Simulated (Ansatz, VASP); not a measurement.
Two plane-wave programs on PbS

```
Pb S
1.0
     0.00000    3.00401    3.00401
     3.00401    0.00000    3.00401
     3.00401    3.00401    0.00000
Pb S
1 1
Cartesian
  0.0000 0.0000 0.0000
  3.0040 3.0040 3.0040
```

Alike in both runs: task single point; functional PBE; k mesh 6 × 6 × 6; occupations gaussian, width 0.05 eV; no spin polarisation.

```csv
,VASP,Ansatz
version,VASP 6.6.1,Ansatz 0.2.0
potentials or method,"VASP PAW PBE potentials, release 64 (Pb_d, S), cutoff 520 eV","scalar-relativistic, plane waves, PAW"
valence electrons in the cell,20,20
```

Ansatz gave:

- gap on the k mesh at the Fermi level (eV): 0.49
- least direct gap on the mesh (eV): 0.49
- pressure (GPa): 0.0

Problem. Estimate VASP's values.

Solution. gap on the k mesh at the Fermi level (eV): 0.50; least direct gap on the mesh (eV): 0.50; pressure (GPa): -0.1.

Spin-orbit coupling is off throughout.
